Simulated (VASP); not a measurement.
Crystal: Mo.

```xyz
1
Lattice="0.0000 2.0150 2.0150 2.0150 0.0000 2.0150 2.0150 2.0150 0.0000" Properties=species:S:1:pos:R:3 pbc="T T T"
Mo    0.0000    0.0000    0.0000
```

- Program: VASP 6.6.1
- Task: relaxation of cell and atoms
- Functional: PBE
- Potentials or basis: VASP PAW PBE potentials, release 64 (Mo_sv)
- Cutoff: 600 eV
- k mesh: 18 × 18 × 18
- Occupations: gaussian, width 0.1 eV
- Spin: no spin polarisation

At the start: pressure -4.4 GPa; volume 16.36 Å³/atom.

**Question.** Where does the relaxation end?

**Answer.** Over 5 steps the energy falls by 4.4 meV/atom and the volume is 16.06 Å³/atom (-1.8 %); space group Fm-3m (No. 225, to 0.05 Å).

The path:
| step | energy change (eV) | largest force (eV/Å) | pressure (GPa) | volume (Å³) |
| --- | --- | --- | --- | --- |
| 1 | 0.0000 | 0.0000 | -4.43 | 16.36 |
| 2 | 0.0229 | 0.0000 | 12.62 | 15.31 |
| 3 | -0.0044 | 0.0000 | -0.05 | 16.05 |
| 4 | -0.0044 | 0.0000 | 0.09 | 16.04 |
| 5 | -0.0044 | 0.0000 | 0.01 | 16.06 |

Final structure:
```
Mo
1.0
     0.00000    2.00259    2.00259
     2.00259    0.00000    2.00259
     2.00259    2.00259    0.00000
Mo
1
Direct
  0.00000 0.00000 0.00000
```
